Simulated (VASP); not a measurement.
# BP (F-43m) in VASP: a series of runs

Runs on BP. Level: PBE. Tasks: single point.

All numbers are computed with VASP 6.6.1; they aren't measurements. Logs are shortened: lines on timing, memory, paths and dates and some standing lists are left out, and cuts for length are marked.

## (1) The cell of the first run

Symmetry: F-43m, No. 216, cubic system. The conventional cell has a = 4.414 Å, b = 4.414 Å, c = 4.414 Å, α = 90.00°, β = 90.00°, γ = 90.00°. Within 2.5 Å of B (site symmetry -43m) lie 4 P at 1.91 Å. P (site symmetry -43m) has 4 B at 1.91 Å within 2.5 Å.

## (2) Single point, PBE

INCAR

```
ALGO = Normal ; EDIFF = 1E-6
ENCUT = 520 ; GGA = PE
ISIF = 2 ; ISMEAR = 0
LASPH = T ; LCHARG = F
LREAL = F ; LWAVE = F
NBANDS = 11 ; NELM = 100
PREC = Accurate ; SIGMA = 0.01
```

KPOINTS

```
k-points
0
Gamma
  8 8 8
```

POSCAR

```
BP
1.0
    0.0000000000      2.2068040467      2.2068040467
    2.2068040467      0.0000000000      2.2068040467
    2.2068040467      2.2068040467      0.0000000000
B P
1 1
Direct
    0.0000000000      0.0000000000      0.0000000000
    0.2500000000      0.2500000000      0.2500000000
```

Potentials or basis: VASP PAW PBE potentials, release 64 (B, P).

The run is started by

```
> cat potpaw_PBE.64/B/POTCAR potpaw_PBE.64/P/POTCAR > POTCAR
> mpirun -np 1 vasp_std > vasp.out
```

OUTCAR:

```text
EDIFF = 1E-6
   ENCUT = 520
   GGA = PE
   ISIF = 2
   ISMEAR = 0
   LASPH = T
   LREAL = F
   NELM = 100
   PREC = Accurate

 ion  position               nearest neighbor table
   1  0.000  0.000  0.000-   2 1.91   2 1.91   2 1.91   2 1.91
   2  0.250  0.250  0.250-   1 1.91   1 1.91   1 1.91   1 1.91

  LATTYP: Found a face centered cubic cell.
 ALAT       =     4.4136080934

  Lattice vectors:

 A1 = (   0.0000000000,   2.2068040467,   2.2068040467)
 A2 = (   2.2068040467,   0.0000000000,   2.2068040467)
 A3 = (   2.2068040467,   2.2068040467,   0.0000000000)

Analysis of symmetry for initial positions (statically):
=====================================================================
 Subroutine PRICEL returns:
 Original cell was already a primitive cell.

 Routine SETGRP: Setting up the symmetry group for a
 face centered cubic supercell.

 Subroutine GETGRP returns: Found 24 space group operations
 (whereof 24 operations were pure point group operations)
 out of a pool of 48 trial point group operations.

The static configuration has the point symmetry T_d .

Analysis of symmetry for dynamics (positions and initial velocities):
=====================================================================
 Subroutine PRICEL returns:
 Original cell was already a primitive cell.

 Routine SETGRP: Setting up the symmetry group for a
 face centered cubic supercell.

 Subroutine GETGRP returns: Found 24 space group operations
 (whereof 24 operations were pure point group operations)
 out of a pool of 48 trial point group operations.

The dynamic configuration has the point symmetry T_d .

 Subroutine INISYM returns: Found 24 space group operations
 (whereof 24 operations are pure point group operations),
 and found     1 'primitive' translations

----------------------------------------------------------------------------------------

                                     Primitive cell

  volume of cell :      21.4942

  direct lattice vectors                    reciprocal lattice vectors
     0.000000000  2.206804047  2.206804047    -0.226571997  0.226571997  0.226571997
     2.206804047  0.000000000  2.206804047     0.226571997 -0.226571997  0.226571997
     2.206804047  2.206804047  0.000000000     0.226571997  0.226571997 -0.226571997

  length of vectors
     3.120892212  3.120892212  3.120892212     0.392434210  0.392434210  0.392434210

  position of ions in fractional coordinates (direct lattice)
     0.000000000  0.000000000  0.000000000
     0.250000000  0.250000000  0.250000000

  ion indices of the primitive-cell ions
   primitive index   ion index
                 1           1
                 2           2

----------------------------------------------------------------------------------------

 KPOINTS: k-points

Automatic generation of k-mesh.
 Grid dimensions read from file:
 generate k-points for:    8    8    8

 Generating k-lattice:

  Cartesian coordinates                     Fractional coordinates (reciprocal lattice)
    -0.028321500  0.028321500  0.028321500     0.125000000  0.000000000  0.000000000
     0.028321500 -0.028321500  0.028321500     0.000000000  0.125000000  0.000000000
     0.028321500  0.028321500 -0.028321500     0.000000000  0.000000000  0.125000000

  Length of vectors
     0.049054276  0.049054276  0.049054276

  Shift w.r.t. Gamma in fractional coordinates (k-lattice)
     0.000000000  0.000000000  0.000000000

 Subroutine IBZKPT returns following result:
 ===========================================

 Found     29 irreducible k-points:

 Following reciprocal coordinates:
            Coordinates               Weight
  0.000000  0.000000  0.000000      1.000000
  0.125000  0.000000  0.000000      8.000000
  0.250000  0.000000  0.000000      8.000000
  0.375000  0.000000  0.000000      8.000000
  0.500000  0.000000  0.000000      4.000000
  0.125000  0.125000  0.000000      6.000000
[... 16 lines left out ...]
  0.500000  0.250000  0.125000     48.000000
 -0.375000  0.250000  0.125000     24.000000
 [... further k-points ...]
   k-points           NKPTS =     29   k-points in BZ     NKDIM =     29   number of bands    NBANDS=     11
   number of dos      NEDOS =    301   number of ions     NIONS =      2
   total plane-waves  NPLWV =  13824
   dimension x,y,z NGX =    24 NGY =   24 NGZ =   24
   dimension x,y,z NGXF=    48 NGYF=   48 NGZF=   48
   ions per type =               1   1
   NGX,Y,Z   is equivalent  to a cutoff of  12.78, 12.78, 12.78 a.u.
   NGXF,Y,Z  is equivalent  to a cutoff of  25.57, 25.57, 25.57 a.u.
 SYSTEM =  unknown system
   PREC   = accura    normal or accurate (medium, high low for compatibility)
   ISTART =      0    job   : 0-new  1-cont  2-samecut
   ICHARG =      2    charge: 1-file 2-atom 10-const
   ISPIN  =      1    spin polarized calculation?
   LNONCOLLINEAR =      F non collinear calculations
   LSORBIT =      F    spin-orbit coupling
   LASPH  =      T    aspherical Exc in radial PAW
   ENCUT  =  520.0 eV  38.22 Ry    6.18 a.u.   5.80  5.80  5.80*2*pi/ulx,y,z
   NELM   =    100;   NELMIN=  2; NELMDL= -5     # of ELM steps
   EDIFF  = 0.1E-05   stopping-criterion for ELM
   LREAL  =      F    real-space projection
   EDIFFG = 0.1E-04   stopping-criterion for IOM
   NSW    =      0    number of steps for IOM
   IBRION =     -1    ionic relax: 0-MD 1-quasi-New 2-CG
   NFREE  =      0    steps in history (QN), initial steepest desc. (CG)
   ISIF   =      2    stress and relaxation
   ISYM   =      2    0-nonsym 1-usesym 2-fastsym
   POTIM  = 0.5000    time-step for ionic-motion
   TEBEG  =    0.0;   TEEND  =   0.0 temperature during run
   PSTRESS=    0.0 pullay stress
   NELECT =       8.0000    total number of electrons
   NUPDOWN=      -1.0000    fix difference up-down
   EMIN   =  10.00;   EMAX   =-10.00  energy-range for DOS
   EFERMI =   0.00;   METHOD = LEGACY
   ISMEAR =     0;   SIGMA  =   0.01  broadening in eV -4-tet -1-fermi 0-gaus
   EFERMI_NEDOS =   21; number of points for ismear=-14 and -15
   IALGO  =     38    algorithm
   IMIX   =      4    mixing-type and parameters
     AMIX     =   0.40;   BMIX     =  1.00
     AMIX_MAG =   1.60;   BMIX_MAG =  1.00
  volume/ion in A,a.u.               =      10.75        72.53
  Fermi-wavevector in a.u.,A,eV,Ry     =   1.177600  2.225341 18.867761  1.386741
  Thomas-Fermi vector in A             =   2.313944
   LORBIT       =      0    0 simple, 1 ext, 2 COOP (PROOUT), +10 PAW based schemes
   GGA     = PE    functional components
   LHFCALC =     F    Hartree Fock is set to
   AEXX    =    0.0000 exact exchange contribution
   IVDW    =     0    specifies the selected vdW correction
   LEPSILON=     F    determine dielectric tensor
   LRPA    =     F    only Hartree local field effects (RPA)
 non-spin polarized calculation
 Gauss-broadening in eV      SIGMA  =   0.01
  energy-cutoff  :      520.00
  volume of cell :       21.49
 maximum number of plane-waves:       604
   NGX = 11   NGY = 11   NGZ = 11

 number of electron       8.0000000 magnetization

 Free energy of the ion-electron system (eV)
  ---------------------------------------------------
  ext. energy  EPLUGINS =         0.00000000
  ---------------------------------------------------
  free energy    TOTEN  =       -12.82900284 eV

  energy without entropy =      -12.82900284  energy(sigma->0) =      -12.82900284

 E-fermi :   8.5431     XC(G=0): -11.2691

 val. band max:        8.4479910527   @ k =   0.0000   0.0000   0.0000
 cond. band min:       9.6059601218   @ k =   0.5000   0.5000   0.0000
 fundamental gap:      1.1579690691
 Fermi energy:         8.5431288651

 k-point     1 :       0.0000    0.0000    0.0000
  band No.  band energies     occupation
      1      -7.7754      2.00000
      2       8.4480      2.00000
      3       8.4480      2.00000
      4       8.4480      2.00000
      5      11.9863      0.00000
      6      11.9863      0.00000
      7      11.9863      0.00000
      8      17.1227      0.00000
      9      20.5580      0.00000
     10      20.8237      0.00000
     11      20.8237      0.00000

 k-point     2 :       0.1250    0.0000    0.0000
  band No.  band energies     occupation
      1      -7.4746      2.00000
      2       6.5032      2.00000
      3       7.9900      2.00000
      4       7.9900      2.00000
      5      12.6200      0.00000
      6      12.6200      0.00000
      7      12.6370      0.00000
      8      17.7626      0.00000
      9      19.8435      0.00000
     10      19.8435      0.00000
     11      21.4614      0.00000

 k-point     3 :       0.2500    0.0000    0.0000
  band No.  band energies     occupation
      1      -6.5890      2.00000
      2       3.3418      2.00000
      3       7.2617      2.00000
      4       7.2617      2.00000
      5      12.8632      0.00000
      6      13.3937      0.00000
      7      13.3937      0.00000
      8      18.8078      0.00000
      9      19.6026      0.00000
     10      19.6026      0.00000
     11      22.2338      0.00000

 k-point     4 :       0.3750    0.0000    0.0000
  band No.  band energies     occupation
      1      -5.2153      2.00000
      2       0.4259      2.00000
      3       6.7621      2.00000
      4       6.7621      2.00000
      5      12.7867      0.00000
      6      13.3612      0.00000
      7      13.3612      0.00000
      8      18.9810      0.00000
      9      21.4545      0.00000
     10      21.4545      0.00000
     11      23.1954      0.00000
[... 239 lines left out ...]
 k-point    22 :       0.3750    0.2500    0.1250
  band No.  band energies     occupation
      1      -5.8112      2.00000
      2       3.3491      2.00000
      3       4.3547      2.00000
      4       6.3525      2.00000
      5      11.9909      0.00000
      6      14.5680      0.00000
      7      15.0618      0.00000
      8      16.4131      0.00000
      9      20.6079      0.00000
     10      22.9720      0.00000
     11      25.1504      0.00000

 k-point    23 :       0.5000    0.2500    0.1250
  band No.  band energies     occupation
      1      -4.4672      2.00000
      2       0.9802      2.00000
      3       3.7201      2.00000
      4       5.4968      2.00000
      5      12.5972      0.00000
      6      14.1756      0.00000
      7      16.1649      0.00000
      8      17.2444      0.00000
      9      21.4901      0.00000
     10      22.4349      0.00000
     11      26.3256      0.00000

 k-point    24 :      -0.3750    0.2500    0.1250
  band No.  band energies     occupation
      1      -3.4092      2.00000
      2      -0.5392      2.00000
      3       3.6635      2.00000
      4       5.0823      2.00000
      5      12.6385      0.00000
      6      13.9383      0.00000
      7      17.3013      0.00000
      8      18.7697      0.00000
      9      19.3125      0.00000
     10      23.4467      0.00000
     11      25.9902      0.00000

 [... further k-points ...]
[... 5 lines left out ...]
  --------------------------------------------------------------------------------------
  -------------------------------------------------------------------------------------
  Total        2.2851088      2.2851088      2.2851088      0.0000000     -0.0000000      0.0000000
  in kB      170.3319666    170.3319666    170.3319666      0.0000000     -0.0000000      0.0000000
  external PRESSURE =     170.3319666 kB  Pullay stress =       0.0000000 kB

 VOLUME and BASIS-vectors are now :
 -----------------------------------------------------------------------------
  energy-cutoff  :      520.00
  volume of cell :       21.49
      direct lattice vectors                 reciprocal lattice vectors
     0.000000000  2.206804047  2.206804047    -0.226571997  0.226571997  0.226571997
     2.206804047  0.000000000  2.206804047     0.226571997 -0.226571997  0.226571997
     2.206804047  2.206804047  0.000000000     0.226571997  0.226571997 -0.226571997

 POSITION                                       TOTAL-FORCE (eV/Angst)
 -----------------------------------------------------------------------------------
      0.00000      0.00000      0.00000         0.000000      0.000000      0.000000
      1.10340      1.10340      1.10340        -0.000000     -0.000000     -0.000000
 -----------------------------------------------------------------------------------
    total drift:                                0.000000      0.000000      0.000000

  FREE ENERGIE OF THE ION-ELECTRON SYSTEM (eV)
  ---------------------------------------------------
  free  energy   TOTEN  =       -12.8290028421 eV

  energy  without entropy=      -12.8290028421  energy(sigma->0) =      -12.82900284
```

It took 7 s on 1 thread of Intel Xeon Platinum 8375C at 2.90GHz (Ice Lake), shared host; peak memory 0.13 GiB.

What came out:

| Property | Result |
| --- | --- |
| Free energy | -12.8290 eV |
| Pressure | 17.0 GPa |
| Band gap on the k mesh | 1.16 eV, indirect (least direct gap 3.54 eV) |

A k mesh can miss the band edges.

## (3) Single point, PBE

This run uses another cell than the first one, of 11.21 Å³/atom, 1.043 times its volume.

INCAR

```
PREC = Accurate
ENCUT = 520
EDIFF = 1E-6
ISMEAR = 0
SIGMA = 0.01
LREAL = F
LASPH = T
NELM = 100
ALGO = Normal
ISIF = 2
LWAVE = F
LCHARG = T
GGA = PE
LELF = T
LVHAR = T
NBANDS = 11
```

KPOINTS

```
Automatic mesh
0
Gamma
  8 8 8
```

POSCAR

```
BP
1.0
    0.0000000000      2.2383340787      2.2383340787
    2.2383340787      0.0000000000      2.2383340787
    2.2383340787      2.2383340787      0.0000000000
B P
1 1
Direct
    0.0000000000      0.0000000000      0.0000000000
    0.2500000000      0.2500000000      0.2500000000
```

Potentials or basis: VASP PAW PBE potentials, release 64 (B, P).

The run is started by

```
> cat potpaw_PBE.64/B/POTCAR potpaw_PBE.64/P/POTCAR > POTCAR
> mpirun -np 1 vasp_std > vasp.out
```

OUTCAR:

```text
PREC = Accurate
   ENCUT = 520
   EDIFF = 1E-6
   ISMEAR = 0
   LREAL = F
   LASPH = T
   NELM = 100
   ISIF = 2
   GGA = PE

 ion  position               nearest neighbor table
   1  0.000  0.000  0.000-   2 1.94   2 1.94   2 1.94   2 1.94
   2  0.250  0.250  0.250-   1 1.94   1 1.94   1 1.94   1 1.94

  LATTYP: Found a face centered cubic cell.
 ALAT       =     4.4766681574

  Lattice vectors:

 A1 = (   0.0000000000,   2.2383340787,   2.2383340787)
 A2 = (   2.2383340787,   0.0000000000,   2.2383340787)
 A3 = (   2.2383340787,   2.2383340787,   0.0000000000)
[... 511 lines left out ...]
      6      13.2638      0.00000
      7      16.4975      0.00000
      8      17.9717      0.00000
      9      18.5680      0.00000
     10      22.6230      0.00000
     11      25.1045      0.00000

 [... further k-points ...]
[... 5 lines left out ...]
  --------------------------------------------------------------------------------------
  -------------------------------------------------------------------------------------
  Total        1.1476718      1.1476718      1.1476718      0.0000000      0.0000000     -0.0000000
  in kB       81.9829579     81.9829579     81.9829579      0.0000000      0.0000000     -0.0000000
  external PRESSURE =      81.9829579 kB  Pullay stress =       0.0000000 kB

 VOLUME and BASIS-vectors are now :
 -----------------------------------------------------------------------------
  energy-cutoff  :      520.00
  volume of cell :       22.43
      direct lattice vectors                 reciprocal lattice vectors
     0.000000000  2.238334079  2.238334079    -0.223380417  0.223380417  0.223380417
     2.238334079  0.000000000  2.238334079     0.223380417 -0.223380417  0.223380417
     2.238334079  2.238334079  0.000000000     0.223380417  0.223380417 -0.223380417

 POSITION                                       TOTAL-FORCE (eV/Angst)
 -----------------------------------------------------------------------------------
      0.00000      0.00000      0.00000        -0.000000     -0.000000     -0.000000
      1.11917      1.11917      1.11917         0.000000      0.000000      0.000000
 -----------------------------------------------------------------------------------
    total drift:                                0.000000      0.000000      0.000000

  FREE ENERGIE OF THE ION-ELECTRON SYSTEM (eV)
  ---------------------------------------------------
  free  energy   TOTEN  =       -12.9022423633 eV

  energy  without entropy=      -12.9022423633  energy(sigma->0) =      -12.90224236
```

stdout:

```text
POSCAR found type information on POSCAR B P
 POSCAR found :  2 types and       2 ions
 scaLAPACK will be used
 LDA part: xc-table for (Slater+PW92), standard interpolation
 POSCAR, INCAR and KPOINTS ok, starting setup
 FFT: planning ... GRIDC
 FFT: planning ... GRID_SOFT
 FFT: planning ... GRID
 WAVECAR not read
 entering main loop
```

Wall time 7.6 s (1 thread of Intel Xeon Platinum 8375C at 2.90GHz (Ice Lake), shared host); peak memory 0.13 GiB.

What came out:

| Item | Value |
| --- | --- |
| Free energy | -12.9022 eV |
| Pressure | 8.2 GPa |
| Band gap on the k mesh | 1.22 eV, indirect (least direct gap 3.46 eV) |

Levels at points of the mesh, in eV from the valence-band top:
```csv
k point,band 2,band 3,band 4,band 5,band 6,band 7
"(0.00, 0.00, 0.00)",0.00,0.00,0.00,3.46,3.46,3.46
"(0.50, 0.00, 0.00)",-9.33,-1.81,-1.81,4.03,4.74,4.74
"(0.50, 0.50, 0.00)",-8.80,-4.26,-4.26,1.25,1.62,12.51
```

A k mesh can miss the band edges. PBE gaps usually lie below the measured ones, often by a third to a half.

## (4) Single point, PBE

This run uses another cell than the first one, of 12.62 Å³/atom, 1.174 times its volume.

INCAR

```
SYSTEM = BP
  PREC = Accurate
  ENCUT = 520
  EDIFF = 1E-7
  ISMEAR = 0
  SIGMA = 0.01
  LREAL = .FALSE.
  LASPH = .TRUE.
  NELM = 60
  ALGO = Normal
  ISIF = 2
  LWAVE = .FALSE.
  LCHARG = .FALSE.
  GGA = PE
  NBANDS = 11
```

KPOINTS

```
Automatic mesh
0
G
  8 8 8
  0 0 0
```

POSCAR

```
BP
1.0
    0.0000000000      2.3279612538      2.3279612538
    2.3279612538      0.0000000000      2.3279612538
    2.3279612538      2.3279612538      0.0000000000
B P
1 1
Direct
    0.0000000000      0.0000000000      0.0000000000
    0.2500000000      0.2500000000      0.2500000000
```

The run is started by

```
> cat potpaw_PBE.64/B/POTCAR potpaw_PBE.64/P/POTCAR > POTCAR
> mpirun -np 1 vasp_std > vasp.out
```

It took 6.7 s on 1 thread of Intel Xeon Platinum 8375C at 2.90GHz (Ice Lake), shared host; peak memory 0.13 GiB.

It converged, with:

```yaml
Free_energy: -12.8719 eV
Pressure: -10.1 GPa
Band_gap_on_the_k_mesh: 1.36 eV, indirect (least direct gap 3.30 eV)
```

Levels at points of the mesh, in eV from the valence-band top:
| k point | band 2 | band 3 | band 4 | band 5 | band 6 | band 7 |
| --- | --- | --- | --- | --- | --- | --- |
| (0.00, 0.00, 0.00) | 0.00 | 0.00 | 0.00 | 3.30 | 3.30 | 3.30 |
| (0.50, 0.00, 0.00) | -8.50 | -1.66 | -1.66 | 3.33 | 4.66 | 4.66 |
| (0.50, 0.50, 0.00) | -8.19 | -3.84 | -3.84 | 1.48 | 1.73 | 11.41 |

A k mesh can miss the band edges. As with any semilocal functional, this PBE gap is likely too small.

## (5) The runs side by side

| cell | gap on the mesh (eV) | pressure (GPa) |
| --- | --- | --- |
| a = 3.121 Å, angles 60.0°, 2 atoms | 1.16 | 17.0 |
| a = 3.165 Å, angles 60.0°, 2 atoms | 1.22 | 8.2 |
| a = 3.292 Å, angles 60.0°, 2 atoms | 1.36 | -10.1 |

Alike in all rows: task single point; level PBE; potentials or basis VASP PAW PBE potentials, release 64 (B, P); no spin polarisation; k mesh 8 × 8 × 8; cutoff (eV) 520; smearing gaussian 0.01 eV.

Total energies depend on the potentials used, so only differences within one code and one set of settings carry meaning.
